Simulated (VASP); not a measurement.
Set up this calculation in VASP 6.6.1, as the native input.

- Task: single point
- Functional: PBEsol
- Potentials or basis: VASP PAW PBE potentials, release 64 (Sr_sv)
- Cutoff: 520 eV
- k mesh: 10 × 10 × 10
- Occupations: gaussian, width 0.03 eV
- Spin: no spin polarisation
- Dipole correction: no
- Further INCAR settings: ALGO = Normal; EDIFF = 1e-06; NBANDS = 11

The structure of Sr lies in POSCAR:

```
Sr
1.0
    0.0076058750      3.0423500000      3.0423500000
    3.0423500000      0.0076058750      3.0423500000
    3.0499558750      3.0499558750      0.0000000000
Sr
1
Direct
    0.0000000000      0.0000000000      0.0000000000
```

This cell differs from its parent crystal: strain +0.0050 x Voigt [0, 0, 0, 0, 0, 1].

One way to write it, as run:

INCAR

```
PREC     = Accurate       # precision mode
ENCUT    = 520            # plane-wave cutoff, eV
EDIFF    = 1E-6           # SCF threshold, eV
ISMEAR   = 0              # smearing method
SIGMA    = 0.03           # smearing width, eV
LREAL    = F              # projectors in reciprocal space
LASPH    = T              # aspherical terms in the spheres
NELM     = 100            # most SCF steps
ALGO     = Normal         # electronic algorithm
ISIF     = 2              # what is computed and relaxed
LWAVE    = F              # write WAVECAR
LCHARG   = T              # write CHGCAR
GGA      = PS             # functional
LELF     = T              # ELF
LVHAR    = T            
NBANDS   = 11             # bands
```

KPOINTS

```
regular mesh
0
Gamma
  10 10 10
```

Potentials or basis: VASP PAW PBE potentials, release 64 (Sr_sv).

Launch:

```bash
$ cat potpaw_PBE.64/Sr_sv/POTCAR > POTCAR
$ mpirun -np 1 vasp_std > vasp.out
```

It gave:

```yaml
Pressure: -0.9 GPa
Band_gap_on_the_k_mesh: zero (bands 5 and 6 overlap by 0.06 eV)
```

Caveat: the cell differs from its parent crystal (strain +0.0050 x Voigt [0, 0, 0, 0, 0, 1]); the PAW data sets were made with another functional, which shifts forces and pressure a little.

It took 21 s on 1 thread of Intel(R) Xeon(R) 6975P-C (Granite Rapids), on a shared host, peak memory 0.25 GiB.
